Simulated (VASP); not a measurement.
# Ta (Pm-3m) in VASP: relaxation of cell and atoms with r2SCAN

Aim: the relaxation of cell and atoms of Ta with r2SCAN.

Program: VASP 6.6.1. These are calculated values, not measurements. Logs are shortened: lines on timing, memory, paths and dates and some standing lists are left out, and cuts for length are marked.

## Step 1: The cell of the first run

The structure is cubic, space group Pm-3m (No. 221). Conventional cell: a = 2.685 Å, b = 2.685 Å, c = 2.685 Å, α = 90.00°, β = 90.00°, γ = 90.00°. Within 3.5 Å of Ta (site symmetry m-3m) lie 6 Ta at 2.69 Å.

This isn't the form of Ta at room conditions, which is bcc.

## Step 2: Relaxation of cell and atoms, r2SCAN

File POSCAR:

```
Ta
1.0
    2.6850816500      0.0000000000      0.0000000000
    0.0000000000      2.6850816500      0.0000000000
    0.0000000000      0.0000000000      2.6850816500
Ta
1
Direct
    0.0000000000      0.0000000000      0.0000000000
```

File INCAR.step1:

```
PREC = Accurate ; ENCUT = 550
ISMEAR = 0 ; SIGMA = 0.1
LREAL = False ; LASPH = True
NELM = 120 ; GGA = PE
ALGO = Normal ; EDIFF = 1E-5
LWAVE = True ; LCHARG = False
GGA_COMPAT = False ; IBRION = 2
ISIF = 3 ; EDIFFG = -0.005
NELMIN = 4 ; NSW = 100
```

File INCAR.step2:

```
PREC = Accurate ; ENCUT = 550
EDIFF = 1E-7 ; ISMEAR = 0
SIGMA = 0.1 ; LREAL = False
LASPH = True ; NELM = 120
ALGO = Normal ; ISIF = 3
LWAVE = False ; LCHARG = False
METAGGA = R2SCAN ; LMIXTAU = True
IBRION = 2 ; NSW = 90
EDIFFG = -0.04 ; ISTART = 1
GGA_COMPAT = False ; NELMIN = 4
```

File KPOINTS:

```
regular mesh
0
Gamma
  6 6 6
```

Potentials or basis: VASP PAW PBE potentials, release 64 (Ta_sv_GW).

The run is started by

```sh
> cat potpaw_PBE.64/Ta_sv_GW/POTCAR > POTCAR
> cp INCAR.step1 INCAR
> mpirun -np 1 vasp_std > vasp.out
> cp INCAR.step2 INCAR
> mpirun -np 1 vasp_std > vasp.out
```

OUTCAR:

```text
PREC = Accurate
   ENCUT = 550
   EDIFF = 1E-7
   ISMEAR = 0
   LREAL = False
   LASPH = True
   NELM = 120
   ISIF = 3
   METAGGA = R2SCAN
   IBRION = 2
   NSW = 90
   EDIFFG = -0.04
   ISTART = 1
   NELMIN = 4

 ion  position               nearest neighbor table
   1  0.000  0.000  0.000-

  LATTYP: Found a simple cubic cell.
 ALAT       =     2.6850816500

  Lattice vectors:

 A1 = (   2.6850816500,   0.0000000000,   0.0000000000)
 A2 = (   0.0000000000,   2.6850816500,   0.0000000000)
 A3 = (   0.0000000000,   0.0000000000,   2.6850816500)

Analysis of symmetry for initial positions (statically):
=====================================================================
 Subroutine PRICEL returns:
 Original cell was already a primitive cell.

 Routine SETGRP: Setting up the symmetry group for a
 simple cubic supercell.

 Subroutine GETGRP returns: Found 48 space group operations
 (whereof 48 operations were pure point group operations)
 out of a pool of 48 trial point group operations.

The static configuration has the point symmetry O_h .

Analysis of symmetry for dynamics (positions and initial velocities):
=====================================================================
 Subroutine PRICEL returns:
 Original cell was already a primitive cell.

 Routine SETGRP: Setting up the symmetry group for a
 simple cubic supercell.

 Subroutine GETGRP returns: Found 48 space group operations
 (whereof 48 operations were pure point group operations)
 out of a pool of 48 trial point group operations.

The dynamic configuration has the point symmetry O_h .

 Subroutine INISYM returns: Found 48 space group operations
 (whereof 48 operations are pure point group operations),
 and found     1 'primitive' translations

----------------------------------------------------------------------------------------

                                     Primitive cell

  volume of cell :      19.3585

  direct lattice vectors                    reciprocal lattice vectors
     2.685081650  0.000000000  0.000000000     0.372428153  0.000000000  0.000000000
     0.000000000  2.685081650  0.000000000     0.000000000  0.372428153  0.000000000
     0.000000000  0.000000000  2.685081650     0.000000000  0.000000000  0.372428153

  length of vectors
     2.685081650  2.685081650  2.685081650     0.372428153  0.372428153  0.372428153

  position of ions in fractional coordinates (direct lattice)
     0.000000000  0.000000000  0.000000000

  ion indices of the primitive-cell ions
   primitive index   ion index
                 1           1

----------------------------------------------------------------------------------------

 KPOINTS: regular mesh

Automatic generation of k-mesh.
 Grid dimensions read from file:
 generate k-points for:    6    6    6

 Generating k-lattice:

  Cartesian coordinates                     Fractional coordinates (reciprocal lattice)
     0.062071359  0.000000000  0.000000000     0.166666667  0.000000000  0.000000000
     0.000000000  0.062071359  0.000000000     0.000000000  0.166666667  0.000000000
     0.000000000  0.000000000  0.062071359     0.000000000  0.000000000  0.166666667

  Length of vectors
     0.062071359  0.062071359  0.062071359

  Shift w.r.t. Gamma in fractional coordinates (k-lattice)
     0.000000000  0.000000000  0.000000000

 Subroutine IBZKPT returns following result:
 ===========================================

 Found     20 irreducible k-points:

 Following reciprocal coordinates:
            Coordinates               Weight
  0.000000  0.000000  0.000000      1.000000
  0.166667  0.000000  0.000000      6.000000
  0.333333  0.000000  0.000000      6.000000
  0.500000  0.000000  0.000000      3.000000
  0.166667  0.166667  0.000000     12.000000
  0.333333  0.166667  0.000000     24.000000
[... 12 lines left out ...]
  0.500000  0.500000  0.333333      6.000000
  0.500000  0.500000  0.500000      1.000000
   k-points           NKPTS =     20   k-points in BZ     NKDIM =     20   number of bands    NBANDS=     10
   number of dos      NEDOS =    301   number of ions     NIONS =      1
   total plane-waves  NPLWV =  13824
   dimension x,y,z NGX =    24 NGY =   24 NGZ =   24
   dimension x,y,z NGXF=    48 NGYF=   48 NGZF=   48
   ions per type =               1
   NGX,Y,Z   is equivalent  to a cutoff of  14.86, 14.86, 14.86 a.u.
   NGXF,Y,Z  is equivalent  to a cutoff of  29.72, 29.72, 29.72 a.u.
 SYSTEM =  unknown system
   PREC   = accura    normal or accurate (medium, high low for compatibility)
   ISTART =      1    job   : 0-new  1-cont  2-samecut
   ICHARG =      0    charge: 1-file 2-atom 10-const
   ISPIN  =      1    spin polarized calculation?
   LNONCOLLINEAR =      F non collinear calculations
   LSORBIT =      F    spin-orbit coupling
   LASPH  =      T    aspherical Exc in radial PAW
   ENCUT  =  550.0 eV  40.42 Ry    6.36 a.u.   5.13  5.13  5.13*2*pi/ulx,y,z
   NELM   =    120;   NELMIN=  4; NELMDL=  0     # of ELM steps
   EDIFF  = 0.1E-06   stopping-criterion for ELM
   LREAL  =      F    real-space projection
   EDIFFG = -.4E-01   stopping-criterion for IOM
   NSW    =     90    number of steps for IOM
   IBRION =      2    ionic relax: 0-MD 1-quasi-New 2-CG
   NFREE  =      1    steps in history (QN), initial steepest desc. (CG)
   ISIF   =      3    stress and relaxation
   ISYM   =      2    0-nonsym 1-usesym 2-fastsym
   POTIM  = 0.5000    time-step for ionic-motion
   TEBEG  =    0.0;   TEEND  =   0.0 temperature during run
   PSTRESS=    0.0 pullay stress
   NELECT =      13.0000    total number of electrons
   NUPDOWN=      -1.0000    fix difference up-down
   EMIN   =  10.00;   EMAX   =-10.00  energy-range for DOS
   EFERMI =   0.00;   METHOD = LEGACY
   ISMEAR =     0;   SIGMA  =   0.10  broadening in eV -4-tet -1-fermi 0-gaus
   EFERMI_NEDOS =   21; number of points for ismear=-14 and -15
   IALGO  =     38    algorithm
   IMIX   =      4    mixing-type and parameters
     AMIX     =   0.40;   BMIX     =  1.00
     AMIX_MAG =   1.60;   BMIX_MAG =  1.00
  volume/ion in A,a.u.               =      19.36       130.64
  Fermi-wavevector in a.u.,A,eV,Ry     =   1.433613  2.709135 27.963304  2.055245
  Thomas-Fermi vector in A             =   2.553112
   LORBIT       =      0    0 simple, 1 ext, 2 COOP (PROOUT), +10 PAW based schemes
   METAGGA = R2SCAN    functional components
   LHFCALC =     F    Hartree Fock is set to
   AEXX    =    0.0000 exact exchange contribution
   IVDW    =     0    specifies the selected vdW correction
   LEPSILON=     F    determine dielectric tensor
   LRPA    =     F    only Hartree local field effects (RPA)
 conjugate gradient relaxation of ions
 non-spin polarized calculation
 Gauss-broadening in eV      SIGMA  =   0.10
  energy-cutoff  :      550.00
  volume of cell :       19.36
 maximum number of plane-waves:       587
 NGX is ok and might be reduce to    24
   NGX = 11   NGY = 11   NGZ = 11

--------------------------------------- Ionic step        1  -------------------------------------------

 number of electron      12.9999999 magnetization

 Free energy of the ion-electron system (eV)
  ---------------------------------------------------
  ext. energy  EPLUGINS =         0.00000000
  ---------------------------------------------------
  free energy    TOTEN  =       -49.87740518 eV

  energy without entropy =      -49.86446877  energy(sigma->0) =      -49.87093698

------------------------ aborting loop because EDIFF is reached ----------------------------------------

  FORCE on cell =-STRESS in cart. coord.  units (eV):
  Direction    XX          YY          ZZ          XY          YZ          ZX
  --------------------------------------------------------------------------------------
  -------------------------------------------------------------------------------------
  Total        1.0843454      1.0843454      1.0843454      0.0000000     -0.0000000      0.0000000
  in kB       89.7440659     89.7440659     89.7440659      0.0000000     -0.0000000      0.0000000
  external PRESSURE =      89.7440659 kB  Pullay stress =       0.0000000 kB

 VOLUME and BASIS-vectors are now :
 -----------------------------------------------------------------------------
  energy-cutoff  :      550.00
  volume of cell :       19.36
      direct lattice vectors                 reciprocal lattice vectors
     2.685081650  0.000000000  0.000000000     0.372428153  0.000000000  0.000000000
     0.000000000  2.685081650  0.000000000     0.000000000  0.372428153  0.000000000
     0.000000000  0.000000000  2.685081650     0.000000000  0.000000000  0.372428153
[... 36 lines left out ...]
 POSITION                                       TOTAL-FORCE (eV/Angst)
 -----------------------------------------------------------------------------------
      0.00000      0.00000      0.00000         0.000000     -0.000000     -0.000000
 -----------------------------------------------------------------------------------
    total drift:                                0.000000      0.000000      0.000000

  FREE ENERGIE OF THE ION-ELECTRON SYSTEM (eV)
  ---------------------------------------------------
  free  energy   TOTEN  =       -49.8026581557 eV

  energy  without entropy=      -49.7890794075  energy(sigma->0) =      -49.79586878

--------------------------------------- Ionic step        3  -------------------------------------------

 number of electron      12.9999999 magnetization

 Free energy of the ion-electron system (eV)
  ---------------------------------------------------
  ext. energy  EPLUGINS =         0.00000000
  ---------------------------------------------------
  free energy    TOTEN  =       -49.90425384 eV

  energy without entropy =      -49.89128558  energy(sigma->0) =      -49.89776971

 E-fermi :   8.6047     XC(G=0): -13.2314

 val. band max:        8.5531685085   @ k =   0.3333   0.1667   0.0000
 cond. band min:       8.6363901165   @ k =   0.5000   0.1667   0.1667
 fundamental gap:      0.0832216080
 Fermi energy:         8.6047330516

 k-point     1 :       0.0000    0.0000    0.0000
  band No.  band energies     occupation
      1     -60.4543      2.00000
      2     -25.6268      2.00000
      3     -25.6268      2.00000
      4     -25.6268      2.00000
      5       1.1782      2.00000
      6       6.0281      2.00000
      7       6.0281      2.00000
      8      15.5195      0.00000
      9      15.5195      0.00000
     10      15.5195      0.00000

 k-point     2 :       0.1667    0.0000    0.0000
  band No.  band energies     occupation
      1     -60.4298      2.00000
      2     -25.9718      2.00000
      3     -25.5983      2.00000
      4     -25.5983      2.00000
      5       2.0036      2.00000
      6       6.2592      2.00000
      7       6.8947      2.00000
      8      14.2089      0.00000
      9      14.2089      0.00000
     10      15.6177      0.00000
[... 254 lines left out ...]
 POSITION                                       TOTAL-FORCE (eV/Angst)
 -----------------------------------------------------------------------------------
      0.00000      0.00000      0.00000         0.000000     -0.000000      0.000000
 -----------------------------------------------------------------------------------
    total drift:                                0.000000      0.000000      0.000000

  FREE ENERGIE OF THE ION-ELECTRON SYSTEM (eV)
  ---------------------------------------------------
  free  energy   TOTEN  =       -49.9042538398 eV

  energy  without entropy=      -49.8912855771  energy(sigma->0) =      -49.89776971

 reached required accuracy - stopping structural energy minimisation
```

It took 3.3 min on 1 thread of Intel Xeon Platinum 8259CL at 2.50GHz (Skylake/Cascade Lake), shared host; peak memory 0.15 GiB.

What came out:

```
Free energy                           : -49.9043 eV
Relaxed volume                        : 20.39 Å³/atom
Relaxed cell                          : a = 2.732 Å, b = 2.732 Å, c = 2.732 Å, α = 90.00°, β = 90.00°, γ = 90.00°
Space group after relaxing (to 0.1 Å) : Pm-3m (No. 221)
Energy gained by relaxing             : 26.8 meV/atom
Ionic steps                           : 3
Pressure after relaxing               : -0.3 GPa
Band gap on the k mesh                : zero (an odd number of electrons rules out a gap without spin polarisation)
```

The path:
```tsv
step	energy change (eV)	largest force (eV/Å)	pressure (GPa)	volume (Å³)
1	0.0000	0.0000	8.97	19.36
2	0.0747	0.0000	-13.59	22.56
3	-0.0268	0.0000	-0.27	20.39
```

Final structure:
```
CELL_PARAMETERS angstrom
2.73203 0.00000 0.00000
0.00000 2.73203 0.00000
0.00000 0.00000 2.73203
ATOMIC_POSITIONS crystal
Ta 0.00000 0.00000 0.00000
```

Caveat: the k points lie up to 0.38 Å⁻¹ apart in the final cell, too coarse for converged energies and pressures of a metal; the PAW data sets were made with another functional, which shifts forces and pressure a little; spin-orbit coupling is left out, which moves the levels of the heavy elements.
